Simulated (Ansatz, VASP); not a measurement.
# Two plane-wave programs on FePt

```
Pt Fe
1.0
     2.72350    0.00000    0.00000
     0.00000    2.72350    0.00000
     0.00000    0.00000    3.72000
Pt Fe
1 1
Direct
  0.50000 0.50000 0.50000
  0.00000 0.00000 0.00000
```

Alike in both runs: task single point; functional r2SCAN; k mesh 10 × 10 × 7; occupations fermi-dirac, width 0.05 eV; collinear spin.

|  | VASP | Ansatz |
| --- | --- | --- |
| version | VASP 6.6.1 | Ansatz 0.2.0 |
| potentials or method | VASP PAW PBE potentials, release 64 (Pt, Fe) | Ansatz PAW |
| plane-wave cutoff (eV) | 520 | 500 |
| valence electrons in the cell | 18 | 34 |

Ansatz gave:

- gap on the k mesh at the Fermi level (eV): none
- pressure (GPa): 2.3
- traceless stress, the component that is largest in VASP (GPa): -1.04
- net moment per atom (μB): 1.80
- size of the moment on the site where the two differ most (μB): 0.43

**Question.** Estimate VASP's values.

**Answer.** gap on the k mesh at the Fermi level (eV): none; pressure (GPa): 2.3; traceless stress, the component that is largest in VASP (GPa): -1.05; net moment per atom (μB): 1.80; size of the moment on the site where the two differ most (μB): 0.36.

VASP's potentials were made for PBE, not for r2SCAN. Site moments also hang on the region over which each program counts them. A gap of «none» marks a metal or a gap that the smearing closes. The functional is the same, so the differences come from potentials, cutoffs and numerics. VASP's potentials hold 18 valence electrons a cell and Ansatz's 34, so a difference there can come from the potentials and not from the codes.

Neither program's run includes spin-orbit coupling. Noted on Ansatz's run: the magnetic or orbital state may not be the lowest.
